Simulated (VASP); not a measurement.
# PbO2 (I4_1/amd) in VASP: notebook

The runs below take PbO2 through relaxation of cell and atoms, single point, with PBE, r2SCAN.

Everything below comes from runs of VASP 6.6.1. Logs are shortened: lines on timing, memory, paths and dates and some standing lists are left out, and cuts for length are marked.

### Step 1. The cell of the first run

It takes space group I4_1/amd (No. 141, tetragonal). The conventional cell has a = 4.193 Å, b = 4.193 Å, c = 10.525 Å, α = 90.00°, β = 90.00°, γ = 90.00°. Within 2.8 Å of Pb (site symmetry -4m2) lie 6 O at 2.14 to 2.19 Å. Within 2.8 Å of O (site symmetry 2mm) lie 3 Pb at 2.14 to 2.19 Å and 2 O at 2.73 Å.

### Step 2. Relaxation of cell and atoms, PBE

File INCAR:

```
SYSTEM = PbO2
  ALGO = Normal
  EDIFF = 1E-6
  EDIFFG = -0.005
  ENCUT = 600
  GGA = PE
  IBRION = 2
  ISIF = 3
  ISMEAR = -1
  LASPH = .True.
  LCHARG = .False.
  LREAL = .False.
  LWAVE = .False.
  NELM = 80
  NSW = 80
  PREC = Accurate
  SIGMA = 0.02
```

File KPOINTS:

```
k-points
0
Gamma
  8 8 8
  0 0 0
```

File POSCAR:

```
PbO2
1.0
   -2.0966617900      2.0966617900      5.2626210929
    2.0966617900     -2.0966617900      5.2626210929
    2.0966617900      2.0966617900     -5.2626210929
Pb O
2 4
Direct
    0.7500000000      0.2500000000      0.5000000000
    0.0000000000      0.0000000000      0.0000000000
    0.5420000000      0.0420000000      0.5000000000
    0.7920000000      0.7920000000      0.0000000000
    0.2080000000      0.2080000000      0.0000000000
    0.9580000000      0.4580000000      0.5000000000
```

Potentials or basis: VASP PAW PBE potentials, release 64 (Pb_d, O).

The run is started by

```console
> cat potpaw_PBE.64/Pb_d/POTCAR potpaw_PBE.64/O/POTCAR > POTCAR
> mpirun -np 1 vasp_std > vasp.out
```

OUTCAR:

```text
SYSTEM = PbO2
   EDIFF = 1E-6
   EDIFFG = -0.005
   ENCUT = 600
   GGA = PE
   IBRION = 2
   ISIF = 3
   ISMEAR = -1
   LASPH = .True.
   LREAL = .False.
   NELM = 80
   NSW = 80
   PREC = Accurate

 ion  position               nearest neighbor table
   1  0.750  0.250  0.500-   4 2.14   5 2.14   4 2.14   5 2.14   3 2.19   6 2.19   2 3.36   2 3.36
                             2 3.36   2 3.36
   2  0.000  0.000  0.000-   3 2.14   6 2.14   3 2.14   6 2.14   5 2.19   4 2.19   1 3.36   1 3.36
                             1 3.36   1 3.36
   3  0.542  0.042  0.500-   2 2.14   2 2.14   1 2.19
   4  0.792  0.792  0.000-   1 2.14   1 2.14   2 2.19
   5  0.208  0.208  0.000-   1 2.14   1 2.14   2 2.19
   6  0.958  0.458  0.500-   2 2.14   2 2.14   1 2.19

  LATTYP: Found a body centered tetragonal cell.
 ALAT       =     4.1933235800
 C/A-ratio  =     2.5100000000

  Lattice vectors:

 A1 = (  -2.0966617900,   2.0966617900,   5.2626210929)
 A2 = (   2.0966617900,  -2.0966617900,   5.2626210929)
 A3 = (   2.0966617900,   2.0966617900,  -5.2626210929)

Analysis of symmetry for initial positions (statically):
=====================================================================
 Subroutine PRICEL returns:
 Original cell was already a primitive cell.

 Routine SETGRP: Setting up the symmetry group for a
 body centered tetragonal supercell.

 Subroutine GETGRP returns: Found 16 space group operations
 (whereof  8 operations were pure point group operations)
 out of a pool of 16 trial point group operations.

The static configuration has the point symmetry D_2d.
 The point group associated with its full space group is D_4h.

Analysis of symmetry for dynamics (positions and initial velocities):
=====================================================================
 Subroutine PRICEL returns:
 Original cell was already a primitive cell.

 Routine SETGRP: Setting up the symmetry group for a
 body centered tetragonal supercell.

 Subroutine GETGRP returns: Found 16 space group operations
 (whereof  8 operations were pure point group operations)
 out of a pool of 16 trial point group operations.

The dynamic configuration has the point symmetry D_2d.
 The point group associated with its full space group is D_4h.

 Subroutine INISYM returns: Found 16 space group operations
 (whereof  8 operations are pure point group operations),
 and found     1 'primitive' translations

----------------------------------------------------------------------------------------

                                     Primitive cell

  volume of cell :      92.5377

[... 117 lines left out ...]
  volume/ion in A,a.u.               =      15.42       104.08
  Fermi-wavevector in a.u.,A,eV,Ry     =   1.350941  2.552908 24.831192  1.825041
  Thomas-Fermi vector in A             =   2.478404
   LORBIT       =      0    0 simple, 1 ext, 2 COOP (PROOUT), +10 PAW based schemes
   GGA     = PE    functional components
   LHFCALC =     F    Hartree Fock is set to
   AEXX    =    0.0000 exact exchange contribution
   IVDW    =     0    specifies the selected vdW correction
   LEPSILON=     F    determine dielectric tensor
   LRPA    =     F    only Hartree local field effects (RPA)
 conjugate gradient relaxation of ions
 non-spin polarized calculation
  energy-cutoff  :      600.00
  volume of cell :       92.54
 maximum number of plane-waves:      3113
   NGX = 25   NGY = 25   NGZ = 25

--------------------------------------- Ionic step        1  -------------------------------------------

 number of electron      52.0000001 magnetization

 Free energy of the ion-electron system (eV)
  ---------------------------------------------------
  ext. energy  EPLUGINS =         0.00000000
  ---------------------------------------------------
  free energy    TOTEN  =       -31.32571962 eV

  energy without entropy =      -31.32532346  energy(sigma->0) =      -31.32552154

------------------------ aborting loop because EDIFF is reached ----------------------------------------

  FORCE on cell =-STRESS in cart. coord.  units (eV):
  Direction    XX          YY          ZZ          XY          YZ          ZX
  --------------------------------------------------------------------------------------
  -------------------------------------------------------------------------------------
  Total        5.6846587      5.6846587      4.2078220      0.0000000      0.0000000      0.0000000
  in kB       98.4228918     98.4228918     72.8532771      0.0000000      0.0000000      0.0000000
  external PRESSURE =      89.8996869 kB  Pullay stress =       0.0000000 kB
[... 27 lines left out ...]
--------------------------------------- Ionic step        2  -------------------------------------------

 number of electron      52.0000008 magnetization

 E-fermi :   1.9908     XC(G=0):  -9.3314

 val. band max:        1.9505281613   @ k =   0.2500   0.2500   0.2500
 cond. band min:       2.0376158021   @ k =   0.1250   0.0000   0.0000
 fundamental gap:      0.0870876409
 Fermi energy:         1.9908216373

 k-point     1 :       0.0000    0.0000    0.0000
  band No.  band energies     occupation
      1     -15.4804      2.00000
      2     -15.4260      2.00000
      3     -15.4020      2.00000
      4     -15.1213      2.00000
      5     -13.2519      2.00000
      6     -13.2426      2.00000
[... 880 lines left out ...]
  FREE ENERGIE OF THE ION-ELECTRON SYSTEM (eV)
  ---------------------------------------------------
  free  energy   TOTEN  =       -31.5229754048 eV

  energy  without entropy=      -31.5224595553  energy(sigma->0) =      -31.52271748

[... ionic steps 4 to 18 ...]

--------------------------------------- Ionic step       19  -------------------------------------------

 number of electron      52.0000003 magnetization

------------------------ aborting loop because EDIFF is reached ----------------------------------------
[... 75 lines left out ...]
--------------------------------------- Ionic step       21  -------------------------------------------

 number of electron      52.0000003 magnetization

 Free energy of the ion-electron system (eV)
  ---------------------------------------------------
  ext. energy  EPLUGINS =         0.00000000
  ---------------------------------------------------
  free energy    TOTEN  =       -31.57374338 eV

  energy without entropy =      -31.57330030  energy(sigma->0) =      -31.57352184

 E-fermi :   2.2724     XC(G=0):  -9.4763

 val. band max:        2.2066013364   @ k =   0.2500   0.2500   0.2500
 cond. band min:       2.3791153979   @ k =  -0.1250  -0.1250   0.1250
 fundamental gap:      0.1725140614
 Fermi energy:         2.2724236105

 k-point     1 :       0.0000    0.0000    0.0000
  band No.  band energies     occupation
      1     -15.4465      2.00000
      2     -15.2487      2.00000
      3     -15.2248      2.00000
      4     -14.8659      2.00000
      5     -12.8753      2.00000
      6     -12.8559      2.00000
[... 840 lines left out ...]
  FREE ENERGIE OF THE ION-ELECTRON SYSTEM (eV)
  ---------------------------------------------------
  free  energy   TOTEN  =       -31.5737433827 eV

  energy  without entropy=      -31.5733002996  energy(sigma->0) =      -31.57352184

 reached required accuracy - stopping structural energy minimisation
```

OSZICAR:

```text
N       E                     dE             d eps       ncg     rms          rms(c)
DAV:   1     0.737003994736E+03    0.73700E+03   -0.28510E+04  3658   0.220E+03
[... 165 lines left out ...]
DAV:   3    -0.315737437027E+02    0.30551E-05   -0.75840E-06  4390   0.330E-02    0.465E-03
DAV:   4    -0.315737428152E+02    0.88757E-06   -0.14589E-06  2691   0.180E-02
  20 F= -.31573743E+02 E0= -.31573521E+02  d E =-.150663E-04
       N       E                     dE             d eps       ncg     rms          rms(c)
DAV:   1    -0.315737413281E+02    0.23746E-05   -0.13498E-03  3778   0.266E-01    0.947E-03
DAV:   2    -0.315737440699E+02   -0.27418E-05   -0.46955E-05  4540   0.544E-02    0.484E-03
DAV:   3    -0.315737433827E+02    0.68719E-06   -0.12645E-06  2383   0.151E-02
  21 F= -.31573743E+02 E0= -.31573522E+02  d E =-.156339E-04
```

It took 37 min on 1 thread of Intel Xeon Platinum 8488C (Sapphire Rapids), shared host; peak memory 0.47 GiB.

Results:

* Free energy: -31.5737 eV
* Relaxed volume: 16.83 Å³/atom
* Relaxed cell: a = 6.257 Å, b = 6.257 Å, c = 6.257 Å, α = 139.84°, β = 139.84°, γ = 58.10°
* Space group after relaxing (to 0.1 Å): I4_1/amd (No. 141)
* Energy gained by relaxing: 41.3 meV/atom
* Ionic steps: 21
* Pressure after relaxing: 0.0 GPa
* Band gap on the k mesh: zero (bands 26 and 27 overlap by 0.21 eV)

The path:
```tsv
step	energy change (eV)	largest force (eV/Å)	pressure (GPa)	volume (Å³)
1	0.0000	0.2469	8.99	92.54
2	-0.1348	0.5489	-4.53	104.61
3	-0.1973	0.4466	-0.43	99.90
4	-0.2302	0.1906	0.05	100.21
5	-0.2340	0.0571	0.38	100.36
6	-0.2375	0.0609	-0.20	100.99
7	-0.2385	0.0629	-0.66	101.51
8	-0.2411	0.0407	-0.50	101.42
9	-0.2448	0.0063	-0.19	101.21
10	-0.2458	0.1039	0.44	100.80
11	-0.2465	0.0655	0.22	100.96
12	-0.2478	0.0260	-0.09	101.13
13	-0.2478	0.0154	-0.16	101.18
14	-0.2480	0.0126	-0.01	100.98
15	-0.2480	0.0112	0.04	100.93
16	-0.2480	0.0096	0.04	100.94
17	-0.2480	0.0111	0.00	100.96
18	-0.2480	0.0113	0.01	100.96
19	-0.2480	0.0116	0.01	100.95
20	-0.2480	0.0052	-0.02	100.96
21	-0.2480	0.0013	-0.02	100.97
```

Final structure:
```cif
data_structure
_symmetry_space_group_name_H-M 'P 1'
_symmetry_Int_Tables_number 1
_cell_length_a 6.2568
_cell_length_b 6.2568
_cell_length_c 6.2568
_cell_angle_alpha 139.838
_cell_angle_beta 139.838
_cell_angle_gamma 58.099
_cell_volume 100.97
loop_
_atom_site_label
_atom_site_type_symbol
_atom_site_fract_x
_atom_site_fract_y
_atom_site_fract_z
_atom_site_occupancy
Pb1 Pb 0.75000 0.25000 0.50000 1
Pb2 Pb 0.00000 0.00000 0.00000 1
O1 O 0.54911 0.04911 0.50000 1
O2 O 0.79911 0.79911 0.00000 1
O3 O 0.20089 0.20089 0.00000 1
O4 O 0.95089 0.45089 0.50000 1
```

Levels at points of the mesh, in eV from the Fermi level:
| k point | band 24 | band 25 | band 26 | band 27 | band 28 | band 29 |
| --- | --- | --- | --- | --- | --- | --- |
| (0.00, 0.00, 0.00) | -0.57 | -0.34 | -0.34 | -0.28 | 3.06 | 8.33 |
| (0.50, 0.00, 0.00) | -0.51 | -0.41 | -0.25 | 2.43 | 3.53 | 6.92 |
| (0.50, 0.50, 0.00) | -0.55 | -0.10 | -0.10 | 4.26 | 4.26 | 6.77 |
| (0.50, 0.50, 0.50) | -0.75 | -0.28 | -0.28 | 1.91 | 1.91 | 7.10 |

Caveat: semilocal functionals underestimate gaps, so a narrow gap can read as zero; spin-orbit coupling is left out, which moves the levels of the heavy elements.

### Step 3. Single point, r2SCAN

This run uses another cell than the first one, of 16.00 Å³/atom.

File POSCAR:

```
PbO2
1.0
   -2.1141963130      2.1141963130      5.3707170953
    2.1141963130     -2.1141963130      5.3707170953
    2.1141963130      2.1141963130     -5.3707170953
Pb O
2 4
Direct
    0.7500000000      0.2500000000      0.5000000000
    0.0000000000      0.0000000000      0.0000000000
    0.5479048298      0.0479048298      0.5000000000
    0.7979048298      0.7979048298      0.0000000000
    0.2020951702      0.2020951702      0.0000000000
    0.9520951702      0.4520951702      0.5000000000
```

File INCAR.step1:

```
SYSTEM = PbO2
PREC = Accurate
ENCUT = 520
ISMEAR = -1
SIGMA = 0.02
LREAL = .False.
LASPH = .True.
NELM = 100
NBANDS = 35
GGA = PE
ALGO = Normal
EDIFF = 1E-4
LWAVE = .True.
LCHARG = .False.
```

File INCAR.step2:

```
SYSTEM = PbO2
PREC = Accurate
ENCUT = 520
EDIFF = 1E-6
ISMEAR = -1
SIGMA = 0.02
LREAL = .False.
LASPH = .True.
NELM = 100
ALGO = Normal
ISIF = 2
LWAVE = .False.
LCHARG = .False.
METAGGA = R2SCAN
LMIXTAU = .True.
NBANDS = 35
ISTART = 1
```

File KPOINTS:

```
regular mesh
0
Gamma
  8 8 8
  0 0 0
```

Potentials or basis: VASP PAW PBE potentials, release 64 (Pb_d, O).

The run is started by

```console
> cat potpaw_PBE.64/Pb_d/POTCAR potpaw_PBE.64/O/POTCAR > POTCAR
> cp INCAR.step1 INCAR
> mpirun -np 1 vasp_std > vasp.out
> cp INCAR.step2 INCAR
> mpirun -np 1 vasp_std > vasp.out
```

Run time: 33 min. Hardware: 1 thread of AMD EPYC 7R43 (Zen 3), shared host; peak memory 0.41 GiB.

The run converged. Its results:

```
Free energy            : -141.7979 eV
Pressure               : 0.8 GPa
Largest force          : 0.039 eV/Å
Band gap on the k mesh : 0.16 eV (least direct gap 0.55 eV)
```

Forces on the atoms (eV/Å):
```
Pb   0.000  0.000  0.000
Pb   0.000  0.000  0.000
O    0.000  0.000 -0.039
O    0.000  0.000 -0.039
O    0.000  0.000  0.039
O    0.000  0.000  0.039
```

Stress tensor (GPa, compression positive):
```
0.72 0.00 0.00
0.00 0.72 0.00
0.00 0.00 1.04
```

Levels at points of the mesh, in eV from the valence-band top:
```csv
k point,band 23,band 24,band 25,band 26,band 27,band 28,band 29,band 30
"(0.00, 0.00, 0.00)",-0.57,-0.57,-0.39,-0.39,0.16,3.86,8.89,9.67
"(0.50, 0.00, 0.00)",-0.57,-0.55,-0.36,-0.10,3.32,4.47,7.78,8.51
"(0.50, 0.50, 0.00)",-0.42,-0.42,-0.05,-0.05,5.36,5.36,7.75,7.75
"(0.50, 0.50, 0.50)",-0.76,-0.76,-0.31,-0.31,2.61,2.61,7.75,7.75
```

Caveat: the PAW data sets were made with another functional, which shifts forces and pressure a little; spin-orbit coupling is left out, which moves the levels of the heavy elements. A k mesh can miss the band edges.

### Step 4. Single point, r2SCAN

This run uses another cell than the first one, of 16.00 Å³/atom.

POSCAR is that of step 3.

File INCAR.step1:

```
  PREC = Accurate
  ENCUT = 520
  ISMEAR = -1
  SIGMA = 0.02
  LREAL = F
  LASPH = T
  NELM = 100
  NBANDS = 35
  GGA = PE
  ALGO = Normal
  EDIFF = 1E-4
  LWAVE = T
  LCHARG = F
```

File INCAR.step2:

```
  PREC = Accurate
  ENCUT = 520
  EDIFF = 1E-6
  ISMEAR = -1
  SIGMA = 0.02
  LREAL = F
  LASPH = T
  NELM = 100
  ALGO = Normal
  ISIF = 2
  LWAVE = F
  LCHARG = T
  METAGGA = R2SCAN
  LMIXTAU = T
  LELF = T
  LVHAR = T
  NBANDS = 35
  ISTART = 1
```

File KPOINTS:

```
Automatic mesh
0
Gamma
  8 8 8
```

The run is started by

```console
> cat potpaw_PBE.64/Pb_d/POTCAR potpaw_PBE.64/O/POTCAR > POTCAR
> cp INCAR.step1 INCAR
> mpirun -np 1 vasp_std > vasp.out
> cp INCAR.step2 INCAR
> mpirun -np 1 vasp_std > vasp.out
```

Run time: 33 min. Hardware: 1 thread of AMD EPYC 7R43 (Zen 3), shared host; peak memory 0.41 GiB.

The run converged. Its results:

| Quantity | Value |
| --- | --- |
| Free energy | -141.7979 eV |
| Pressure | 0.8 GPa |
| Largest force | 0.039 eV/Å |
| Band gap on the k mesh | 0.16 eV (least direct gap 0.55 eV) |

Forces on the atoms (eV/Å):
```
Pb   0.000  0.000  0.000
Pb   0.000  0.000  0.000
O    0.000  0.000 -0.039
O    0.000  0.000 -0.039
O    0.000  0.000  0.039
O    0.000  0.000  0.039
```

Stress tensor (GPa, compression positive):
```
0.72 0.00 0.00
0.00 0.72 0.00
0.00 0.00 1.04
```

Levels at points of the mesh, in eV from the valence-band top:
```
           k point  band 22  band 23  band 24  band 25  band 26  band 27  band 28  band 29  band 30  band 31
(0.00, 0.00, 0.00)    -0.99    -0.57    -0.57    -0.39    -0.39     0.16     3.86     8.89     9.67    10.26
(0.50, 0.00, 0.00)    -0.78    -0.57    -0.55    -0.36    -0.10     3.32     4.47     7.78     8.51    10.10
(0.50, 0.50, 0.00)    -0.55    -0.42    -0.42    -0.05    -0.05     5.36     5.36     7.75     7.75     8.57
(0.50, 0.50, 0.50)    -2.25    -0.76    -0.76    -0.31    -0.31     2.61     2.61     7.75     7.75    11.99
```

Caveat: the PAW data sets were made with another functional, which shifts forces and pressure a little; spin-orbit coupling is left out, which moves the levels of the heavy elements. A k mesh can miss the band edges.
